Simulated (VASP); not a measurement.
A run of VASP 6.6.1:

Contents of POSCAR:

```
Ti
1.0
    0.0000000000      2.0147750000      2.0300000000
    2.0452250000      0.0000000000      2.0300000000
    2.0452250000      2.0147750000      0.0000000000
Ti
1
Direct
    0.0000000000      0.0000000000      0.0000000000
```

INCAR.step1

```
SYSTEM = Ti
  PREC = Accurate
  ENCUT = 520
  ISMEAR = 0
  SIGMA = 0.15
  LREAL = .False.
  LASPH = .True.
  NELM = 60
  NBANDS = 12
  GGA = PE
  ALGO = Normal
  EDIFF = 1E-4
  LWAVE = .True.
  LCHARG = .False.
```

File INCAR.step2:

```
SYSTEM = Ti
  PREC = Accurate
  ENCUT = 520
  EDIFF = 1E-6
  ISMEAR = 0
  SIGMA = 0.15
  LREAL = .False.
  LASPH = .True.
  NELM = 60
  ALGO = Normal
  ISIF = 2
  LWAVE = .False.
  LCHARG = .True.
  METAGGA = R2SCAN
  LMIXTAU = .True.
  LELF = .True.
  LVHAR = .True.
  NBANDS = 12
  ISTART = 1
```

KPOINTS

```
Automatic mesh
0
Gamma
  20 20 20
  0 0 0
```

Potentials or basis: VASP PAW PBE potentials, release 64 (Ti_sv).

Command:

```bash
$ cat potpaw_PBE.64/Ti_sv/POTCAR > POTCAR
$ cp INCAR.step1 INCAR
$ mpirun -np 1 vasp_std > vasp.out
$ cp INCAR.step2 INCAR
$ mpirun -np 1 vasp_std > vasp.out
```

Hardware: 1 thread of Intel Xeon 8259CL, on a shared host.

**Question.** How long does it take, and how much memory?

**Answer.** Wall time 9.1 min on 1 thread of Intel Xeon 8259CL, with other jobs on the host, peak memory 0.34 GiB. Counts: k points 1166.
